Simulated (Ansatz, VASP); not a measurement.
Two plane-wave programs on CsSnI3

```
Cs I Sn
1.0
     6.28736    0.00000    0.00000
     0.00000    6.28736    0.00000
     0.00000    0.00000    6.28736
Cs I Sn
1 3 1
Direct
  0.00000 0.00000 0.00000
  0.50000 0.50000 0.00000
  0.50000 0.00000 0.50000
  0.00000 0.50000 0.50000
  0.50000 0.50000 0.50000
```

Alike in both runs: task single point; functional PBE; k mesh 5 × 5 × 5; occupations fermi-dirac, width 0.05 eV; no spin polarisation.

```csv
,VASP,Ansatz
version,VASP 6.6.1,Ansatz 0.2.0
potentials or method,"VASP PAW PBE potentials, release 64 (Cs_sv, I, Sn_d)",PseudoDojo stringent (PBE files)
plane-wave cutoff (eV),520,1530
valence electrons in the cell,44,106
```

|  | VASP | Ansatz | Ansatz less VASP |
| --- | --- | --- | --- |
| gap on the k mesh at the Fermi level (eV) | 1.79 | 1.79 | +0.003 |
| least direct gap on the mesh (eV) | 1.79 | 1.79 | +0.003 |
| pressure (GPa) | -0.1 | -0.1 | +0.01 |

The functional is the same, so the differences come from potentials, cutoffs and numerics. VASP's potentials hold 44 valence electrons a cell and Ansatz's 106, so a difference there can come from the potentials and not from the codes.

Spin-orbit coupling is off throughout. Noted on Ansatz's run: odd divisions of the mesh miss points on the zone boundary, where band edges often lie, so the gap on the mesh can be too wide.
